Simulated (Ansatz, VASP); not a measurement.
# B in VASP and in Ansatz

File INCAR:

```
PREC = Accurate ; ENCUT = 520
EDIFF = 1E-7 ; ISMEAR = -1
SIGMA = 0.1 ; LREAL = F
LASPH = T ; NELM = 60
ALGO = Normal ; ISIF = 2
LWAVE = F ; LCHARG = F
GGA = B5 ; ALDAX = 1.0
AGGAX = 1.0 ; AGGAC = 1.0
ALDAC = 0.0 ; NBANDS = 8
```

Contents of KPOINTS:

```
Automatic mesh
0
Gamma
  21 21 21
```

Contents of POSCAR:

```
B
1.0
   -1.2178014277      1.2178014277      1.2178014277
    1.2178014277     -1.2178014277      1.2178014277
    1.2178014277      1.2178014277     -1.2178014277
B
1
Direct
    0.0000000000      0.0000000000      0.0000000000
```

Input for Ansatz:

```yaml
crystal:
  lattice:
    - [-1.2178014277, 1.2178014277, 1.2178014277]
    - [1.2178014277, -1.2178014277, 1.2178014277]
    - [1.2178014277, 1.2178014277, -1.2178014277]
  atoms:
    - { symbol: B, position: [0.0, 0.0, 0.0] }
hamiltonian:
  xc: blyp
  pseudopotentials:
    kind: paw
    azcp:
      B: "pseudopotentials/B.paw.azcp"
basis:
  ecutwfc: 420
  fft_grid_basis: typed
kpoints:
  mp_grid: { grid: [21, 21, 21], shift: [0, 0, 0] }
magnetization:
  spin_polarized: false
scf:
  occupations: { method: fermi_dirac, width: 0.1 }
  lower_state_search: "off"
output:
  stress: true
```

Alike in both runs: task single point; functional BLYP; k mesh 21 × 21 × 21; occupations fermi-dirac, width 0.1 eV; no spin polarisation.

|  | VASP | Ansatz |
| --- | --- | --- |
| version | VASP 6.6.1 | Ansatz 0.2.0 |
| potentials or method | VASP PAW PBE potentials, release 64 (B), cutoff 520 eV | plane waves (420 eV) with PAW, scalar-relativistic |
| valence electrons in the cell | 3 | 3 |

|  | VASP | Ansatz | Ansatz less VASP |
| --- | --- | --- | --- |
| pressure (GPa) | -14.9 | -15.0 | -0.03 |

VASP's potentials were made for PBE, not for BLYP. The functional is the same, so the differences come from potentials, cutoffs and numerics.
